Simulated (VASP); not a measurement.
A run of VASP 6.6.1:

File INCAR:

```
PREC = Accurate
ENCUT = 500
EDIFF = 1E-7
ISMEAR = -1
SIGMA = 0.05
LREAL = False
LASPH = True
NELM = 120
ALGO = Normal
ISIF = 3
LWAVE = False
LCHARG = False
GGA = PE
IVDW = 13
IBRION = 2
NSW = 60
EDIFFG = -0.01
GGA_COMPAT = False
NELMIN = 4
```

Contents of KPOINTS:

```
Automatic mesh
0
Gamma
  3 6 6
```

The input POSCAR:

```
SnSe
1.0
   11.4200000000      0.0000000000      0.0000000000
    0.0000000000      4.1900000000      0.0000000000
    0.0000000000      0.0000000000      4.4600000000
Sn Se
4 4
Direct
    0.8770000000      0.7500000000      0.9090000000
    0.6230000000      0.2500000000      0.4090000000
    0.3770000000      0.7500000000      0.5910000000
    0.1230000000      0.2500000000      0.0910000000
    0.6430000000      0.7500000000      0.9840000000
    0.8570000000      0.2500000000      0.4840000000
    0.1430000000      0.7500000000      0.5160000000
    0.3570000000      0.2500000000      0.0160000000
```

Potentials or basis: VASP PAW PBE potentials, release 64 (Sn_d, Se).

Command:

```sh
$ cat potpaw_PBE.64/Sn_d/POTCAR potpaw_PBE.64/Se/POTCAR > POTCAR
$ mpirun -np 1 vasp_std > vasp.out
```

Hardware: 1 thread of Intel(R) Xeon(R) 6975P-C (Granite Rapids), on a shared host.

Problem. Estimate the wall time of this run.

Solution. It took 55 min on 1 thread of Intel(R) Xeon(R) 6975P-C (Granite Rapids), on a shared host, peak memory 0.45 GiB. Counts: scf iterations 295, k points 32, ion steps 37.
